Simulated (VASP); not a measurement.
# WSe2 (R-3m) in VASP: single point with PBEsol

Aim: the single point of WSe2 with PBEsol.

Everything below comes from runs of VASP 6.6.1. Logs are shortened: lines on timing, memory, paths and dates and some standing lists are left out, and cuts for length are marked.

## 1. The cell of the first run

It takes space group R-3m (No. 166, trigonal). Conventional cell: a = 3.287 Å, b = 3.287 Å, c = 19.492 Å, α = 90.00°, β = 90.00°, γ = 120.00°. Within 3.4 Å of W (site symmetry -3m) lie 6 Se at 2.55 Å and 6 W at 3.29 Å. Se (site symmetry 3m) has 3 W at 2.55 Å and 6 Se at 3.29 Å within 3.4 Å.

## 2. Single point, PBEsol

Input file INCAR:

```
  PREC = Accurate
  ENCUT = 520
  EDIFF = 1E-7
  ISMEAR = -1
  SIGMA = 0.02
  LREAL = F
  LASPH = T
  NELM = 80
  ALGO = Normal
  ISIF = 2
  LWAVE = F
  LCHARG = F
  GGA = PS
  NBANDS = 20
```

Input file KPOINTS:

```
regular mesh
0
Gamma
  6 6 6
```

Input file POSCAR:

```
WSe2
1.0
    1.6433003395      0.9487598934      6.4972670243
   -1.6433003395      0.9487598934      6.4972670243
    0.0000000000     -1.8975197868      6.4972670243
W Se
1 2
Direct
    0.0000000000      0.0000000000      0.0000000000
    0.2462563273      0.2462563273      0.2462563273
    0.7537436727      0.7537436727      0.7537436727
```

Potentials or basis: VASP PAW PBE potentials, release 64 (W_sv, Se).

The run is started by

```sh
$ cat potpaw_PBE.64/W_sv/POTCAR potpaw_PBE.64/Se/POTCAR > POTCAR
$ mpirun -np 1 vasp_std > vasp.out
```

OUTCAR:

```text
PREC = Accurate
   ENCUT = 520
   EDIFF = 1E-7
   ISMEAR = -1
   LREAL = F
   LASPH = T
   NELM = 80
   ISIF = 2
   GGA = PS

 ion  position               nearest neighbor table
   1  0.000  0.000  0.000-   3 2.55   3 2.55   2 2.55   2 2.55   3 2.55   2 2.55
   2  0.246  0.246  0.246-   1 2.55   1 2.55   1 2.55
   3  0.754  0.754  0.754-   1 2.55   1 2.55   1 2.55

  LATTYP: Found a trigonal (rhomboedric) cell.
 ALAT       =     6.7686823035
 COS(alpha) =     0.8821157934

  Lattice vectors:

 A1 = (   1.6433003395,   0.9487598934,   6.4972670243)
 A2 = (  -1.6433003395,   0.9487598934,   6.4972670243)
 A3 = (   0.0000000000,  -1.8975197868,   6.4972670243)

Analysis of symmetry for initial positions (statically):
=====================================================================
 Subroutine PRICEL returns:
 Original cell was already a primitive cell.

 Routine SETGRP: Setting up the symmetry group for a
 trigonal (rhombohedral) supercell.

 Subroutine GETGRP returns: Found 12 space group operations
 (whereof 12 operations were pure point group operations)
 out of a pool of 12 trial point group operations.

The static configuration has the point symmetry D_3d.

Analysis of symmetry for dynamics (positions and initial velocities):
=====================================================================
 Subroutine PRICEL returns:
 Original cell was already a primitive cell.

 Routine SETGRP: Setting up the symmetry group for a
 trigonal (rhombohedral) supercell.

 Subroutine GETGRP returns: Found 12 space group operations
 (whereof 12 operations were pure point group operations)
 out of a pool of 12 trial point group operations.

The dynamic configuration has the point symmetry D_3d.

 Subroutine INISYM returns: Found 12 space group operations
 (whereof 12 operations are pure point group operations),
 and found     1 'primitive' translations

----------------------------------------------------------------------------------------

                                     Primitive cell

  volume of cell :      60.7792

  direct lattice vectors                    reciprocal lattice vectors
     1.643300340  0.948759893  6.497267024     0.304265744  0.175667909  0.051303622
    -1.643300340  0.948759893  6.497267024    -0.304265744  0.175667909  0.051303622
     0.000000000 -1.897519787  6.497267024     0.000000000 -0.351335818  0.051303622

  length of vectors
     6.768682304  6.768682304  6.768682304     0.355061852  0.355061852  0.355061852

  position of ions in fractional coordinates (direct lattice)
     0.000000000  0.000000000  0.000000000
     0.246256327  0.246256327  0.246256327
     0.753743673  0.753743673  0.753743673

  ion indices of the primitive-cell ions
   primitive index   ion index
                 1           1
                 2           2
                 3           3

----------------------------------------------------------------------------------------

 KPOINTS: regular mesh

Automatic generation of k-mesh.
 Grid dimensions read from file:
 generate k-points for:    6    6    6

 Generating k-lattice:

  Cartesian coordinates                     Fractional coordinates (reciprocal lattice)
     0.050710957  0.029277985  0.008550604     0.166666667  0.000000000  0.000000000
    -0.050710957  0.029277985  0.008550604     0.000000000  0.166666667  0.000000000
     0.000000000 -0.058555970  0.008550604     0.000000000  0.000000000  0.166666667

  Length of vectors
     0.059176975  0.059176975  0.059176975

  Shift w.r.t. Gamma in fractional coordinates (k-lattice)
     0.000000000  0.000000000  0.000000000

 Subroutine IBZKPT returns following result:
 ===========================================

 Found     32 irreducible k-points:

 Following reciprocal coordinates:
            Coordinates               Weight
  0.000000  0.000000  0.000000      1.000000
  0.166667 -0.000000 -0.000000      6.000000
  0.333333 -0.000000 -0.000000      6.000000
  0.500000 -0.000000 -0.000000      3.000000
  0.166667  0.166667 -0.000000      6.000000
  0.333333  0.166667 -0.000000     12.000000
[... 16 lines left out ...]
  0.500000  0.500000  0.166667      6.000000
 -0.333333  0.500000  0.166667     12.000000
 [... further k-points ...]
   k-points           NKPTS =     32   k-points in BZ     NKDIM =     32   number of bands    NBANDS=     20
   number of dos      NEDOS =    301   number of ions     NIONS =      3
   total plane-waves  NPLWV = 125000
   dimension x,y,z NGX =    50 NGY =   50 NGZ =   50
   dimension x,y,z NGXF=   100 NGYF=  100 NGZF=  100
   ions per type =               1   2
   NGX,Y,Z   is equivalent  to a cutoff of  12.28, 12.28, 12.28 a.u.
   NGXF,Y,Z  is equivalent  to a cutoff of  24.56, 24.56, 24.56 a.u.
 SYSTEM =  unknown system
   PREC   = accura    normal or accurate (medium, high low for compatibility)
   ISTART =      0    job   : 0-new  1-cont  2-samecut
   ICHARG =      2    charge: 1-file 2-atom 10-const
   ISPIN  =      1    spin polarized calculation?
   LNONCOLLINEAR =      F non collinear calculations
   LSORBIT =      F    spin-orbit coupling
   LASPH  =      T    aspherical Exc in radial PAW
   ENCUT  =  520.0 eV  38.22 Ry    6.18 a.u.  12.59 12.59 12.59*2*pi/ulx,y,z
   NELM   =     80;   NELMIN=  2; NELMDL= -5     # of ELM steps
   EDIFF  = 0.1E-06   stopping-criterion for ELM
   LREAL  =      F    real-space projection
   EDIFFG = 0.1E-05   stopping-criterion for IOM
   NSW    =      0    number of steps for IOM
   IBRION =     -1    ionic relax: 0-MD 1-quasi-New 2-CG
   NFREE  =      0    steps in history (QN), initial steepest desc. (CG)
   ISIF   =      2    stress and relaxation
   ISYM   =      2    0-nonsym 1-usesym 2-fastsym
   POTIM  = 0.5000    time-step for ionic-motion
   TEBEG  =    0.0;   TEEND  =   0.0 temperature during run
   PSTRESS=    0.0 pullay stress
   NELECT =      26.0000    total number of electrons
   NUPDOWN=      -1.0000    fix difference up-down
   EMIN   =  10.00;   EMAX   =-10.00  energy-range for DOS
   EFERMI =   0.00;   METHOD = LEGACY
   ISMEAR =    -1;   SIGMA  =   0.02  broadening in eV -4-tet -1-fermi 0-gaus
   EFERMI_NEDOS =   21; number of points for ismear=-14 and -15
   IALGO  =     38    algorithm
   IMIX   =      4    mixing-type and parameters
     AMIX     =   0.40;   BMIX     =  1.00
     AMIX_MAG =   1.60;   BMIX_MAG =  1.00
  volume/ion in A,a.u.               =      20.26       136.72
  Fermi-wavevector in a.u.,A,eV,Ry     =   1.233524  2.331022 20.702366  1.521581
  Thomas-Fermi vector in A             =   2.368251
   LORBIT       =      0    0 simple, 1 ext, 2 COOP (PROOUT), +10 PAW based schemes
   GGA     = PS    functional components
   LHFCALC =     F    Hartree Fock is set to
   AEXX    =    0.0000 exact exchange contribution
   IVDW    =     0    specifies the selected vdW correction
   LEPSILON=     F    determine dielectric tensor
   LRPA    =     F    only Hartree local field effects (RPA)
 non-spin polarized calculation
  energy-cutoff  :      520.00
  volume of cell :       60.78
 maximum number of plane-waves:      1652
   NGX = 25   NGY = 25   NGZ = 25

 number of electron      26.0000003 magnetization

 Free energy of the ion-electron system (eV)
  ---------------------------------------------------
  ext. energy  EPLUGINS =         0.00000000
  ---------------------------------------------------
  free energy    TOTEN  =       -22.55998831 eV

  energy without entropy =      -22.55844356  energy(sigma->0) =      -22.55921594

 E-fermi :   6.5698     XC(G=0): -10.9453

 val. band max:        6.3572188759   @ k =  -0.3333   0.5000   0.3333
 cond. band min:       6.5698323997   @ k =   0.5000   0.3333   0.1667
 fundamental gap:      0.2126135238
 Fermi energy:         6.5698182740

 k-point     1 :       0.0000    0.0000    0.0000
  band No.  band energies     occupation
      1     -68.1562      2.00000
      2     -32.3344      2.00000
      3     -32.3074      2.00000
      4     -32.3074      2.00000
      5      -9.0843      2.00000
      6      -7.5923      2.00000
[... 12 lines left out ...]
     19      12.2896      0.00000
     20      15.9763      0.00000

 k-point     2 :       0.1667   -0.0000   -0.0000
  band No.  band energies     occupation
      1     -68.1536      2.00000
      2     -32.3668      2.00000
      3     -32.3231      2.00000
      4     -32.3214      2.00000
      5      -8.6526      2.00000
      6      -7.4363      2.00000
[... 12 lines left out ...]
     19      13.6941      0.00000
     20      15.3514      0.00000

 k-point     3 :       0.3333   -0.0000   -0.0000
  band No.  band energies     occupation
      1     -68.1483      2.00000
      2     -32.4836      2.00000
      3     -32.3493      2.00000
      4     -32.3004      2.00000
      5      -7.6487      2.00000
      6      -7.0004      2.00000
[... 12 lines left out ...]
     19      12.6839      0.00000
     20      14.1160      0.00000

 k-point     4 :       0.5000   -0.0000   -0.0000
  band No.  band energies     occupation
      1     -68.1457      2.00000
      2     -32.5410      2.00000
      3     -32.3631      2.00000
      4     -32.2890      2.00000
      5      -7.1836      2.00000
      6      -6.4926      2.00000
[... 12 lines left out ...]
     19      12.0363      0.00000
     20      12.4185      0.00000

 k-point     5 :       0.1667    0.1667   -0.0000
  band No.  band energies     occupation
      1     -68.1536      2.00000
      2     -32.3668      2.00000
      3     -32.3231      2.00000
      4     -32.3214      2.00000
      5      -8.6314      2.00000
      6      -7.4707      2.00000
[... 12 lines left out ...]
     19      13.7477      0.00000
     20      15.3654      0.00000

 k-point     6 :       0.3333    0.1667   -0.0000
  band No.  band energies     occupation
      1     -68.1497      2.00000
      2     -32.4434      2.00000
      3     -32.3538      2.00000
      4     -32.3060      2.00000
      5      -7.8655      2.00000
      6      -7.2080      2.00000
[... 12 lines left out ...]
     19      14.8971      0.00000
     20      15.1728      0.00000

 k-point     7 :       0.5000    0.1667   -0.0000
  band No.  band energies     occupation
      1     -68.1457      2.00000
      2     -32.5113      2.00000
      3     -32.3937      2.00000
      4     -32.2890      2.00000
      5      -7.0799      2.00000
      6      -6.6533      2.00000
[... 12 lines left out ...]
     19      13.2333      0.00000
     20      14.4622      0.00000
[... 277 lines left out ...]
 k-point    20 :       0.5000    0.3333    0.1667
  band No.  band energies     occupation
      1     -68.1497      2.00000
      2     -32.4434      2.00000
      3     -32.3538      2.00000
      4     -32.3060      2.00000
      5      -7.7530      2.00000
      6      -7.3423      2.00000
[... 12 lines left out ...]
     19      14.6795      0.00000
     20      15.3685      0.00000

 k-point    21 :      -0.3333    0.3333    0.1667
  band No.  band energies     occupation
      1     -68.1457      2.00000
      2     -32.5113      2.00000
      3     -32.3937      2.00000
      4     -32.2891      2.00000
      5      -7.0609      2.00000
      6      -6.6690      2.00000
[... 12 lines left out ...]
     19      13.0809      0.00000
     20      14.3133      0.00000

 k-point    22 :      -0.1667    0.3333    0.1667
  band No.  band energies     occupation
      1     -68.1457      2.00000
      2     -32.5113      2.00000
      3     -32.3937      2.00000
      4     -32.2890      2.00000
      5      -6.9834      2.00000
      6      -6.7667      2.00000
[... 12 lines left out ...]
     19      12.3863      0.00000
     20      14.7443      0.00000

 k-point    23 :       0.5000    0.5000    0.1667
  band No.  band energies     occupation
      1     -68.1483      2.00000
      2     -32.4836      2.00000
      3     -32.3493      2.00000
      4     -32.3004      2.00000
      5      -7.4179      2.00000
      6      -7.2627      2.00000
[... 12 lines left out ...]
     19      12.6792      0.00000
     20      14.7785      0.00000

 k-point    24 :      -0.3333    0.5000    0.1667
  band No.  band energies     occupation
      1     -68.1457      2.00000
      2     -32.5113      2.00000
      3     -32.3937      2.00000
      4     -32.2891      2.00000
      5      -7.0021      2.00000
      6      -6.7346      2.00000
[... 12 lines left out ...]
     19      12.7411      0.00000
     20      14.2348      0.00000

 [... further k-points ...]

------------------------ aborting loop because EDIFF is reached ----------------------------------------

  FORCE on cell =-STRESS in cart. coord.  units (eV):
  Direction    XX          YY          ZZ          XY          YZ          ZX
  --------------------------------------------------------------------------------------
  -------------------------------------------------------------------------------------
  Total       -0.8651920     -0.8651920      0.1708414      0.0000000     -0.0000000      0.0000000
  in kB      -22.8069826    -22.8069826      4.5034833      0.0000000     -0.0000000      0.0000000
  external PRESSURE =     -13.7034940 kB  Pullay stress =       0.0000000 kB

 VOLUME and BASIS-vectors are now :
 -----------------------------------------------------------------------------
  energy-cutoff  :      520.00
  volume of cell :       60.78
      direct lattice vectors                 reciprocal lattice vectors
     1.643300340  0.948759893  6.497267024     0.304265744  0.175667909  0.051303622
    -1.643300340  0.948759893  6.497267024    -0.304265744  0.175667909  0.051303622
     0.000000000 -1.897519787  6.497267024     0.000000000 -0.351335818  0.051303622

 POSITION                                       TOTAL-FORCE (eV/Angst)
 -----------------------------------------------------------------------------------
      0.00000      0.00000      0.00000         0.000000     -0.000000      0.000000
      0.00000      0.00000      4.79998        -0.000000     -0.000000     -0.070894
      0.00000      0.00000     14.69182        -0.000000      0.000000      0.070894
 -----------------------------------------------------------------------------------
    total drift:                                0.000000     -0.000000     -0.000000

  FREE ENERGIE OF THE ION-ELECTRON SYSTEM (eV)
  ---------------------------------------------------
  free  energy   TOTEN  =       -22.5599883102 eV

  energy  without entropy=      -22.5584435631  energy(sigma->0) =      -22.55921594
```

It took 92 s on 1 thread of Intel Xeon Platinum 8488C (Sapphire Rapids), shared host; peak memory 0.34 GiB.

What came out:

| Item | Value |
| --- | --- |
| Free energy | -22.5600 eV |
| Pressure | -1.4 GPa |
| Largest force | 0.071 eV/Å |
| Band gap on the k mesh | zero (bands 13 and 14 overlap by 0.46 eV) |

Forces in eV/Å, atoms in the order of the input:
```
W    0.000  0.000  0.000
Se   0.000  0.000 -0.071
Se   0.000  0.000  0.071
```

Stress tensor (GPa, compression positive):
```
-2.28  0.00  0.00
 0.00 -2.28  0.00
 0.00  0.00  0.45
```

Levels at points of the mesh, in eV from the Fermi level:
```
           k point  band 10  band 11  band 12  band 13  band 14  band 15  band 16  band 17
(0.00, 0.00, 0.00)    -1.78    -1.63    -0.66    -0.66     0.32     0.32     3.46     3.46
(0.50, 0.00, 0.00)    -3.78    -3.04    -2.12    -1.31     1.54     2.17     3.33     3.44
(0.50, 0.50, 0.00)    -3.68    -3.06    -2.41    -1.61     1.54     1.81     3.35     3.78
(0.50, 0.50, 0.50)    -3.39    -0.64    -0.64    -0.47     0.16     0.16     3.63     3.63
```

Caveat: the k points lie up to 0.37 Å⁻¹ apart; the PAW data sets were made with another functional, which shifts forces and pressure a little; spin-orbit coupling is left out, which moves the levels of the heavy elements.

The gap in the log of VASP goes by the Fermi energy; the results here count the filled bands.